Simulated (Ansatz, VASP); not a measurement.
## One calculation of Si, two programs

File INCAR:

```
PREC = Accurate ; ENCUT = 520
EDIFF = 1E-6 ; ISMEAR = 0
SIGMA = 0.15 ; LREAL = False
LASPH = True ; NELM = 80
ALGO = Normal ; ISIF = 2
LWAVE = False ; LCHARG = False
GGA = CA ; NBANDS = 26
```

The input KPOINTS:

```
regular mesh
0
Gamma
  10 10 8
```

The input POSCAR:

```
Si
1.0
    4.6659405456     -2.4955740649      0.0000000000
    4.6659405456      2.4955740649      0.0000000000
    0.0000000000      0.0000000000      5.0612659497
Si
8
Direct
    0.5000000000      0.5000000000      0.7705063100
    0.5000000000      0.5000000000      0.2294936900
    1.0000000000      0.0000000000      0.2705063100
    0.0000000000      1.0000000000      0.7294936900
    0.7262158274      0.7262158274      0.5000000000
    0.2262158274      0.2262158274      0.0000000000
    0.2737841726      0.2737841726      0.5000000000
    0.7737841726      0.7737841726      0.0000000000
```

Input for Ansatz:

```yaml
crystal:
  lattice:
    - [4.6659405456, -2.4955740649, 0.0]
    - [4.6659405456, 2.4955740649, 0.0]
    - [0.0, 0.0, 5.0612659497]
  atoms:
    - { symbol: Si, position: [0.5, 0.5, 0.77050631] }
    - { symbol: Si, position: [0.5, 0.5, 0.22949369] }
    - { symbol: Si, position: [1.0, 0.0, 0.27050631] }
    - { symbol: Si, position: [0.0, 1.0, 0.72949369] }
    - { symbol: Si, position: [0.7262158274, 0.7262158274, 0.5] }
    - { symbol: Si, position: [0.2262158274, 0.2262158274, 0.0] }
    - { symbol: Si, position: [0.2737841726, 0.2737841726, 0.5] }
    - { symbol: Si, position: [0.7737841726, 0.7737841726, 0.0] }
basis:
  ecutwfc: 420
kpoints:
  mp_grid: { grid: [10, 10, 8] }
hamiltonian:
  xc: lda
scf:
  occupations: { method: gaussian, width: 0.15 }
output:
  forces: true
  stress: true
  eigenvalues: true
```

Change from the starting cell: strain +0.025 along x and y, -0.050 along z, atoms carried along.

Alike in both runs: task single point; functional LDA; k mesh 10 × 10 × 8; occupations gaussian, width 0.15 eV; no spin polarisation.

|  | VASP | Ansatz |
| --- | --- | --- |
| version | VASP 6.6.1 | Ansatz 0.2.0 |
| potentials or method | VASP PAW LDA potentials, release 64 (Si), cutoff 520 eV | scalar-relativistic, plane waves, PAW |
| valence electrons in the cell | 32 | 32 |

|  | VASP | Ansatz | Ansatz less VASP |
| --- | --- | --- | --- |
| gap on the k mesh at the Fermi level (eV) | none | none | - |
| pressure (GPa) | 0.7 | 0.6 | -0.08 |
| traceless stress, the component that is largest in VASP (GPa) | 7.16 | 7.15 | -0.007 |
| rms of the force components (eV/Å) | 0.223 | 0.222 | -0.0005 |

LDA's correlation is that of Perdew and Zunger in VASP and of Perdew and Wang (1992) in Ansatz. Atom by atom the forces differ by 0.000 eV/Å (rms over components). A gap of «none» marks a metal or a gap that the smearing closes.
